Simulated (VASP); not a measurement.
Write the native input for VASP 6.6.1 that does the following.

```
Task                   : single point
Functional             : PBE
Potentials or basis    : VASP PAW PBE potentials, release 64 (Ir)
Cutoff                 : 520 eV
k mesh                 : 10 × 10 × 5
Occupations            : fermi-dirac, width 0.3 eV
Spin                   : no spin polarisation
Dipole correction      : no
Further INCAR settings : ALGO = Normal; EDIFF = 1e-06; NBANDS = 16
```

The structure of Ir lies in POSCAR:

```
Ir
1.0
    2.8228741201      0.0000000000      0.0000000000
   -1.4114370601      2.4446804500      0.0000000000
    0.0000000000      0.0000000000      4.5782451403
Ir
2
Direct
    0.6666666667      0.3333333333      0.7500000000
    0.3333333333      0.6666666667      0.2500000000
```

These files were run (other wordings do the same):

INCAR

```
SYSTEM = Ir
ALGO     = Normal         ! electronic algorithm
EDIFF    = 1E-6           ! SCF threshold, eV
ENCUT    = 520            ! plane-wave cutoff, eV
GGA      = PE             ! functional
ISIF     = 2              ! what is computed and relaxed
ISMEAR   = -1             ! smearing method
LASPH    = .True.         ! aspherical terms in the spheres
LCHARG   = .True.         ! write CHGCAR
LELF     = .True.         ! ELF
LREAL    = .False.        ! projectors in reciprocal space
LVHAR    = .True.       
LWAVE    = .False.        ! write WAVECAR
NBANDS   = 16             ! bands
NELM     = 60             ! most SCF steps
PREC     = Accurate       ! precision mode
SIGMA    = 0.3            ! smearing width, eV
```

KPOINTS

```
k-points
0
Gamma
  10 10 5
  0 0 0
```

Potentials or basis: VASP PAW PBE potentials, release 64 (Ir).

The run is started by

```sh
$ cat potpaw_PBE.64/Ir/POTCAR > POTCAR
$ mpirun -np 1 vasp_std > vasp.out
```

It gave:

```
Pressure               : -19.2 GPa
Band gap on the k mesh : zero (band 9 reaches 9.49 eV, above the bottom of band 10 at 6.86 eV)
```

Caveat: spin-orbit coupling is left out, which moves the levels of the heavy elements.

It took 34 s on 1 thread of Intel Xeon 6975P-C, with other jobs on the host, peak memory 0.16 GiB.
